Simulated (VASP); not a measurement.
# O2 in VASP: a series of runs

Runs on O2. Level: r2SCAN. Tasks: single point, relaxation of the atoms.

Everything below comes from runs of VASP 6.6.1. Logs are shortened: lines on timing, memory, paths and dates and some standing lists are left out, and cuts for length are marked.

### 1 The cell of the first run

The cell holds a molecule in a box, 2 atoms: a = 9.000 Å, b = 9.500 Å, c = 10.000 Å, α = 90.00°, β = 90.00°, γ = 90.00°.

### 2 Single point, r2SCAN, collinear spin, ferromagnetic start

File POSCAR:

```
O
1.0
    9.0000000000      0.0000000000      0.0000000000
    0.0000000000      9.5000000000      0.0000000000
    0.0000000000      0.0000000000     10.0000000000
O
2
Direct
    0.5000000000      0.5000000000      0.4397325713
    0.5000000000      0.5000000000      0.5602674287
```

File INCAR.step1:

```
SYSTEM = O
PREC     = Accurate       ! precision mode
ENCUT    = 520            ! plane-wave cutoff, eV
ISMEAR   = 0              ! smearing method
SIGMA    = 0.05           ! smearing width, eV
LREAL    = .FALSE.        ! projectors in reciprocal space
LASPH    = .TRUE.         ! aspherical terms in the spheres
NELM     = 150            ! most SCF steps
ISPIN    = 2              ! spin polarisation
MAGMOM   = 1 1            ! initial moments
NBANDS   = 17             ! bands
GGA      = PE             ! functional
ALGO     = Normal         ! electronic algorithm
EDIFF    = 1E-4           ! SCF threshold, eV
LWAVE    = .TRUE.         ! write WAVECAR
LCHARG   = .FALSE.        ! write CHGCAR
```

File INCAR.step2:

```
SYSTEM = O
PREC     = Accurate       ! precision mode
ENCUT    = 520            ! plane-wave cutoff, eV
EDIFF    = 1E-6           ! SCF threshold, eV
ISMEAR   = 0              ! smearing method
SIGMA    = 0.05           ! smearing width, eV
LREAL    = .FALSE.        ! projectors in reciprocal space
LASPH    = .TRUE.         ! aspherical terms in the spheres
NELM     = 150            ! most SCF steps
ALGO     = Normal         ! electronic algorithm
ISIF     = 2              ! what is computed and relaxed
LWAVE    = .FALSE.        ! write WAVECAR
LCHARG   = .FALSE.        ! write CHGCAR
ISPIN    = 2              ! spin polarisation
MAGMOM   = 1 1            ! initial moments
LORBIT   = 11             ! projections on sites
METAGGA  = R2SCAN         ! meta-GGA
LMIXTAU  = .TRUE.       
NBANDS   = 17             ! bands
ISTART   = 1
```

File KPOINTS:

```
Automatic mesh
0
G
  1 1 1
  0 0 0
```

Potentials or basis: VASP PAW PBE potentials, release 64 (O).

The run is started by

```console
cat potpaw_PBE.64/O/POTCAR > POTCAR
cp INCAR.step1 INCAR
mpirun -np 1 vasp_gam > vasp.out
cp INCAR.step2 INCAR
mpirun -np 1 vasp_gam > vasp.out
```

OUTCAR:

```text
SYSTEM = O
   PREC = Accurate
   ENCUT = 520
   EDIFF = 1E-6
   ISMEAR = 0
   LREAL = .FALSE.
   LASPH = .TRUE.
   NELM = 150
   ISIF = 2
   ISPIN = 2
   LORBIT = 11
   METAGGA = R2SCAN
   ISTART = 1

 ion  position               nearest neighbor table
   1  0.500  0.500  0.440-   2 1.21
   2  0.500  0.500  0.560-   1 1.21

  LATTYP: Found a simple orthorhombic cell.
 ALAT       =     9.0000000000
 B/A-ratio  =     1.0555555556
 C/A-ratio  =     1.1111111111

  Lattice vectors:

 A1 = (   9.0000000000,   0.0000000000,   0.0000000000)
 A2 = (   0.0000000000,   9.5000000000,   0.0000000000)
 A3 = (   0.0000000000,   0.0000000000,  10.0000000000)

Analysis of symmetry for initial positions (statically):
=====================================================================
 Subroutine PRICEL returns:
 Original cell was already a primitive cell.

 Routine SETGRP: Setting up the symmetry group for a
 simple orthorhombic supercell.

 Subroutine GETGRP returns: Found  8 space group operations
 (whereof  8 operations were pure point group operations)
 out of a pool of  8 trial point group operations.

The static configuration has the point symmetry D_2h.

Analysis of symmetry for dynamics (positions and initial velocities):
=====================================================================
 Subroutine PRICEL returns:
 Original cell was already a primitive cell.

 Routine SETGRP: Setting up the symmetry group for a
 simple orthorhombic supercell.

 Subroutine GETGRP returns: Found  8 space group operations
 (whereof  8 operations were pure point group operations)
 out of a pool of  8 trial point group operations.

The dynamic configuration has the point symmetry D_2h.

Analysis of structural, dynamic, and magnetic symmetry:
=====================================================================
 Subroutine PRICEL returns:
 Original cell was already a primitive cell.

 Routine SETGRP: Setting up the symmetry group for a
 simple orthorhombic supercell.

 Subroutine GETGRP returns: Found  8 space group operations
 (whereof  8 operations were pure point group operations)
 out of a pool of  8 trial point group operations.

The overall configuration has the point symmetry D_2h.

 Subroutine INISYM returns: Found  8 space group operations
 (whereof  8 operations are pure point group operations),
 and found     1 'primitive' translations

----------------------------------------------------------------------------------------

                                     Primitive cell

  volume of cell :     855.0000

  direct lattice vectors                    reciprocal lattice vectors
     9.000000000  0.000000000  0.000000000     0.111111111  0.000000000  0.000000000
     0.000000000  9.500000000  0.000000000     0.000000000  0.105263158  0.000000000
     0.000000000  0.000000000 10.000000000     0.000000000  0.000000000  0.100000000

  length of vectors
     9.000000000  9.500000000 10.000000000     0.111111111  0.105263158  0.100000000

  position of ions in fractional coordinates (direct lattice)
     0.500000000  0.500000000  0.439732571
     0.500000000  0.500000000  0.560267429

  ion indices of the primitive-cell ions
   primitive index   ion index
                 1           1
                 2           2

----------------------------------------------------------------------------------------

 KPOINTS: Automatic mesh

Automatic generation of k-mesh.
 Grid dimensions read from file:
 generate k-points for:    1    1    1

 Generating k-lattice:

  Cartesian coordinates                     Fractional coordinates (reciprocal lattice)
     0.111111111  0.000000000  0.000000000     1.000000000  0.000000000  0.000000000
     0.000000000  0.105263158  0.000000000     0.000000000  1.000000000  0.000000000
     0.000000000  0.000000000  0.100000000     0.000000000  0.000000000  1.000000000

  Length of vectors
     0.111111111  0.105263158  0.100000000

  Shift w.r.t. Gamma in fractional coordinates (k-lattice)
     0.000000000  0.000000000  0.000000000

 Subroutine IBZKPT returns following result:
 ===========================================

 Found      1 irreducible k-points:

 Following reciprocal coordinates:
            Coordinates               Weight
  0.000000  0.000000  0.000000      1.000000
   k-points           NKPTS =      1   k-points in BZ     NKDIM =      1   number of bands    NBANDS=     17
   number of dos      NEDOS =    301   number of ions     NIONS =      2
   total plane-waves  NPLWV = 403200
   dimension x,y,z NGX =    70 NGY =   72 NGZ =   80
   dimension x,y,z NGXF=   140 NGYF=  144 NGZF=  160
   ions per type =               2
   NGX,Y,Z   is equivalent  to a cutoff of  12.93, 12.60, 13.30 a.u.
   NGXF,Y,Z  is equivalent  to a cutoff of  25.86, 25.20, 26.60 a.u.
 SYSTEM =  O
   PREC   = accura    normal or accurate (medium, high low for compatibility)
   ISTART =      1    job   : 0-new  1-cont  2-samecut
   ICHARG =      0    charge: 1-file 2-atom 10-const
   ISPIN  =      2    spin polarized calculation?
   LNONCOLLINEAR =      F non collinear calculations
   LSORBIT =      F    spin-orbit coupling
   LASPH  =      T    aspherical Exc in radial PAW
   ENCUT  =  520.0 eV  38.22 Ry    6.18 a.u.  16.73 17.66 18.59*2*pi/ulx,y,z
   NELM   =    150;   NELMIN=  2; NELMDL=  0     # of ELM steps
   EDIFF  = 0.1E-05   stopping-criterion for ELM
   LREAL  =      F    real-space projection
   EDIFFG = 0.1E-04   stopping-criterion for IOM
   NSW    =      0    number of steps for IOM
   IBRION =     -1    ionic relax: 0-MD 1-quasi-New 2-CG
   NFREE  =      0    steps in history (QN), initial steepest desc. (CG)
   ISIF   =      2    stress and relaxation
   ISYM   =      2    0-nonsym 1-usesym 2-fastsym
   POTIM  = 0.5000    time-step for ionic-motion
   TEBEG  =    0.0;   TEEND  =   0.0 temperature during run
   PSTRESS=    0.0 pullay stress
   NELECT =      12.0000    total number of electrons
   NUPDOWN=      -1.0000    fix difference up-down
   EMIN   =  10.00;   EMAX   =-10.00  energy-range for DOS
   EFERMI =   0.00;   METHOD = LEGACY
   ISMEAR =     0;   SIGMA  =   0.05  broadening in eV -4-tet -1-fermi 0-gaus
   EFERMI_NEDOS =   21; number of points for ismear=-14 and -15
   IALGO  =     38    algorithm
   IMIX   =      4    mixing-type and parameters
     AMIX     =   0.40;   BMIX     =  1.00
     AMIX_MAG =   1.60;   BMIX_MAG =  1.00
  volume/ion in A,a.u.               =     427.50      2884.91
  Fermi-wavevector in a.u.,A,eV,Ry     =   0.394893  0.746240  2.121703  0.155941
  Thomas-Fermi vector in A             =   1.339966
   LORBIT       =     11    0 simple, 1 ext, 2 COOP (PROOUT), +10 PAW based schemes
   METAGGA = R2SCAN    functional components
   LHFCALC =     F    Hartree Fock is set to
   AEXX    =    0.0000 exact exchange contribution
   IVDW    =     0    specifies the selected vdW correction
   LEPSILON=     F    determine dielectric tensor
   LRPA    =     F    only Hartree local field effects (RPA)
 spin polarized calculation
 Gauss-broadening in eV      SIGMA  =   0.05
  energy-cutoff  :      520.00
  volume of cell :      855.00
 maximum number of plane-waves:     11510
 NGX is ok and might be reduce to    70
   NGX = 33   NGY = 35   NGZ = 37

 number of electron      12.0000002 magnetization       2.0000000

 Free energy of the ion-electron system (eV)
  ---------------------------------------------------
  ext. energy  EPLUGINS =         0.00000000
  ---------------------------------------------------
  free energy    TOTEN  =       -11.84856142 eV

  energy without entropy =      -11.84856142  energy(sigma->0) =      -11.84856142

 E-fermi :  -7.0287     XC(G=0):  -0.4337

 val. band max:       -7.2923434458   @ k =   0.0000   0.0000   0.0000
 cond. band min:      -3.8411793368   @ k =   0.0000   0.0000   0.0000
 fundamental gap:      3.4511641090
 Fermi energy:        -7.0287450758

 spin component 1

 k-point     1 :       0.0000    0.0000    0.0000
  band No.  band energies     occupation
      1     -34.5389      1.00000
      2     -21.7304      1.00000
      3     -14.1889      1.00000
      4     -14.1889      1.00000
      5     -13.8957      1.00000
      6      -7.2924      1.00000
[... 9 lines left out ...]
     16       3.1584      0.00000
     17       3.1620      0.00000
 Fermi energy:        -7.0287450758

 spin component 2

 k-point     1 :       0.0000    0.0000    0.0000
  band No.  band energies     occupation
      1     -33.1669      1.00000
      2     -19.2987      1.00000
      3     -12.7892      1.00000
      4     -11.6904      1.00000
      5     -11.6904      1.00000
      6      -3.8412      0.00000
[... 9 lines left out ...]
     16       3.2339      0.00000
     17       3.2368      0.00000

------------------------ aborting loop because EDIFF is reached ----------------------------------------

  FORCE on cell =-STRESS in cart. coord.  units (eV):
  Direction    XX          YY          ZZ          XY          YZ          ZX
  --------------------------------------------------------------------------------------
  -------------------------------------------------------------------------------------
  Total       -0.0766897     -0.0773468      1.6489601      0.0000000      0.0000000      0.0000000
  in kB       -0.1437082     -0.1449396      3.0899724      0.0000000      0.0000000      0.0000000
  external PRESSURE =       0.9337749 kB  Pullay stress =       0.0000000 kB

 VOLUME and BASIS-vectors are now :
 -----------------------------------------------------------------------------
  energy-cutoff  :      520.00
  volume of cell :      855.00
      direct lattice vectors                 reciprocal lattice vectors
     9.000000000  0.000000000  0.000000000     0.111111111  0.000000000  0.000000000
     0.000000000  9.500000000  0.000000000     0.000000000  0.105263158  0.000000000
     0.000000000  0.000000000 10.000000000     0.000000000  0.000000000  0.100000000

 POSITION                                       TOTAL-FORCE (eV/Angst)
 -----------------------------------------------------------------------------------
      4.50000      4.75000      4.39733         0.000000      0.000000     -1.449775
      4.50000      4.75000      5.60267         0.000000      0.000000      1.449775
 -----------------------------------------------------------------------------------
    total drift:                                0.000000      0.000000     -0.000000

  FREE ENERGIE OF THE ION-ELECTRON SYSTEM (eV)
  ---------------------------------------------------
  free  energy   TOTEN  =       -11.8485614228 eV

  energy  without entropy=      -11.8485614228  energy(sigma->0) =      -11.84856142

 total charge

# of ion       s       p       d       tot
------------------------------------------
    1        1.615   3.329   0.000   4.944
    2        1.615   3.329   0.000   4.944
--------------------------------------------------
tot          3.230   6.659   0.000   9.888

 magnetization (x)

# of ion       s       p       d       tot
------------------------------------------
    1        0.015   0.816   0.000   0.831
    2        0.015   0.816   0.000   0.831
--------------------------------------------------
tot          0.029   1.632   0.000   1.661
```

Run time: 7.4 min. Hardware: 1 thread of AMD EPYC 7R43 (Zen 3), shared host; peak memory 1.2 GiB.

Results:

```
Free energy                                           : -11.8486 eV
Largest force                                         : 1.450 eV/Å
Gap between the frontier levels                       : 3.45 eV
Net moment                                            : 2.00 μB per cell
Site moments                                          : O +0.83 μB
Valence electrons inside the program's atomic spheres : O 4.94
```

Forces in eV/Å, atoms in the order of the input:
```
O    0.000  0.000 -1.450
O    0.000  0.000  1.450
```

Caveat: the standard files for N, O and F lose accuracy on very short bonds; the PAW data sets were made with another functional, which shifts forces and pressure a little.

### 3 Relaxation of the atoms, r2SCAN, collinear spin, ferromagnetic start

File POSCAR:

```
O
1.0
    9.0000000000      0.0000000000      0.0000000000
    0.0000000000      9.5000000000      0.0000000000
    0.0000000000      0.0000000000     10.0000000000
O
2
Direct
    0.5000000000      0.5000000000      0.4385000000
    0.5000000000      0.5000000000      0.5615000000
```

File INCAR.step1:

```
ALGO = Normal
EDIFF = 1E-4
ENCUT = 520
GGA = PE
ISMEAR = 0
ISPIN = 2
LASPH = True
LCHARG = False
LREAL = False
LWAVE = True
MAGMOM = 1 1
NELM = 150
PREC = Accurate
SIGMA = 0.05
```

File INCAR.step2:

```
ALGO = Normal
EDIFF = 1E-6
EDIFFG = -0.01
ENCUT = 520
IBRION = 2
ISIF = 2
ISMEAR = 0
ISPIN = 2
ISTART = 1
LASPH = True
LCHARG = False
LMIXTAU = True
LORBIT = 11
LREAL = False
LWAVE = False
MAGMOM = 1 1
METAGGA = R2SCAN
NELM = 150
NSW = 80
PREC = Accurate
SIGMA = 0.05
```

File KPOINTS:

```
k-points
0
Gamma
  1 1 1
```

Potentials or basis: VASP PAW PBE potentials, release 64 (O).

The run is started by

```console
cat potpaw_PBE.64/O/POTCAR > POTCAR
cp INCAR.step1 INCAR
mpirun -np 1 vasp_gam > vasp.out
cp INCAR.step2 INCAR
mpirun -np 1 vasp_gam > vasp.out
```

Run time: 17 min. Hardware: 1 thread of AMD EPYC 7R43 (Zen 3), shared host; peak memory 1.2 GiB.

Results (log left out):

* Free energy: -11.8607 eV
* Energy gained by relaxing: 1.2 meV/atom
* Ionic steps: 3
* Largest force after relaxing: 0.010 eV/Å
* Gap between the frontier levels: 3.44 eV
* Net moment: 2.00 μB per cell
* Site moments: O +0.83 μB
* Valence electrons inside the program's atomic spheres: O 4.92

Forces in eV/Å, atoms in the order of the input:
```
O    0.000  0.000 -0.010
O    0.000  0.000  0.010
```

Step by step:
| step | energy change (eV) | largest force (eV/Å) | pressure (GPa) |
| --- | --- | --- | --- |
| 1 | 0.0000 | 0.5829 | -0.06 |
| 2 | 0.1041 | 4.6417 | 0.32 |
| 3 | -0.0024 | 0.0096 | -0.01 |

Final structure:
```
O
1.0
     9.00000    0.00000    0.00000
     0.00000    9.50000    0.00000
     0.00000    0.00000   10.00000
O
2
Cartesian
  4.5000 4.7500 4.3888
  4.5000 4.7500 5.6112
```

Levels at points of the mesh, in eV from the valence-band top:
Spin up:
| k point | band 4 | band 5 | band 6 | band 7 | band 8 | band 9 | band 10 | band 11 |
| --- | --- | --- | --- | --- | --- | --- | --- | --- |
| (0.00, 0.00, 0.00) | -6.60 | -6.41 | 0.00 | 0.00 | 7.47 | 8.80 | 8.95 | 9.18 |
Spin down:
```tsv
k point	band 1	band 2	band 3	band 4	band 5	band 6	band 7	band 8	band 9	band 10
(0.00, 0.00, 0.00)	-25.35	-12.01	-5.32	-4.10	-4.10	3.44	3.44	7.53	8.97	9.00
```

Caveat: the standard files for N, O and F lose accuracy on very short bonds; the PAW data sets were made with another functional, which shifts forces and pressure a little.
